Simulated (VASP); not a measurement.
A run of VASP 6.6.1:

Contents of INCAR:

```
  PREC = Accurate
  ENCUT = 520
  EDIFF = 1E-6
  ISMEAR = -1
  SIGMA = 0.05
  LREAL = False
  LASPH = True
  NELM = 60
  ALGO = Normal
  ISIF = 2
  LWAVE = False
  LCHARG = False
  GGA = PE
  NBANDS = 14
```

KPOINTS

```
Automatic mesh
0
Gamma
  17 17 17
```

The input POSCAR:

```
CoSi
1.0
    0.0000000000      1.9879248524      1.9879248524
    1.9879248524      0.0000000000      1.9879248524
    1.9879248524      1.9879248524      0.0000000000
Co Si
1 1
Direct
    0.0000000000      0.0000000000      0.0000000000
    0.5000000000      0.5000000000      0.5000000000
```

Potentials or basis: VASP PAW PBE potentials, release 64 (Co, Si).

Command:

```sh
$ cat potpaw_PBE.64/Co/POTCAR potpaw_PBE.64/Si/POTCAR > POTCAR
$ mpirun -np 1 vasp_std > vasp.out
```

Hardware: 1 thread of Intel Xeon 8259CL, on a shared host.

Question: How long does it take, and how much memory?

Answer: Wall time 26 s on 1 thread of Intel Xeon 8259CL, on a shared host, peak memory 0.17 GiB. Counts: scf iterations 12, k points 165.
